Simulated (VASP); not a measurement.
# HfOs: single point with LDA

HfOs:

```
CELL_PARAMETERS angstrom
3.28325 0.39476 0.39476
0.39476 3.28325 0.39476
0.39476 0.39476 3.28325
ATOMIC_POSITIONS crystal
Hf 0.00000 0.00000 0.00000
Os 0.50000 0.50000 0.50000
```

This cell differs from its parent crystal: ratio of the length along [111] to the lengths across it x 1.41, volume and fractional coordinates fixed.

```json
{
  "Program": "VASP 6.6.1",
  "Task": "single point",
  "Functional": "LDA",
  "Potentials or basis": "VASP PAW LDA potentials, release 64 (Hf_pv, Os)",
  "Cutoff": "520 eV",
  "k mesh": "16 × 16 × 16",
  "Occupations": "gaussian, width 0.15 eV",
  "Spin": "no spin polarisation",
  "Dipole correction": "no",
  "Further INCAR settings": "ALGO = Fast; EDIFF = 1e-07; NBANDS = 16"
}
```

| Quantity | Value |
| --- | --- |
| Pressure | 5.8 GPa |
| Band gap on the k mesh | zero (bands 9 and 10 overlap by 1.10 eV) |

Stress tensor (GPa, compression positive):
```
  5.79 -11.87 -11.87
-11.87   5.79 -11.87
-11.87 -11.87   5.79
```

Levels at points of the mesh, in eV from the Fermi level:
```tsv
k point	band 7	band 8	band 9	band 10	band 11	band 12
(0.00, 0.00, 0.00)	-3.65	-3.65	-1.34	3.91	4.12	4.12
(0.50, 0.00, 0.00)	-1.49	-1.47	-1.18	-0.87	0.81	1.87
(0.50, 0.50, 0.00)	-3.53	-0.08	-0.03	0.43	3.07	4.22
(0.50, 0.50, 0.50)	-2.44	-0.94	-0.94	-0.06	-0.06	3.04
```

Run time: 3.7 min on 1 thread of Intel(R) Xeon(R) Platinum 8259CL CPU @ 2.50GHz (Skylake/Cascade Lake), on a shared host, peak memory 0.35 GiB.

Caveat: the cell stands under pressure; spin-orbit coupling is left out, which moves the levels of the heavy elements.
